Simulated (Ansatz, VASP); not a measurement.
**Rh in VASP and in Ansatz**

```
CELL_PARAMETERS angstrom
0.00000 1.87683 1.87683
1.87683 0.00000 1.87683
1.87683 1.87683 0.00000
ATOMIC_POSITIONS crystal
Rh 0.00000 0.00000 0.00000
```

Change from the starting cell: volume scaled by 1, crystal datasets.

Alike in both runs: task single point; functional LDA; k mesh 17 × 17 × 17; occupations fermi-dirac, width 0.05 eV; no spin polarisation.

```csv
,VASP,Ansatz
version,VASP 6.6.1,Ansatz 0.2.0
potentials or method,"VASP PAW LDA potentials, release 64 (Rh_pv), cutoff 500 eV","all-electron PAW with datasets made for the crystal, scalar-relativistic"
```

|  | VASP | Ansatz | Ansatz less VASP |
| --- | --- | --- | --- |
| pressure (GPa) | 1.0 | 0.0 | -0.93 |

LDA's correlation is that of Perdew and Zunger in VASP and of Perdew and Wang (1992) in Ansatz. Ansatz ran all-electron here, and VASP with PAW potentials.
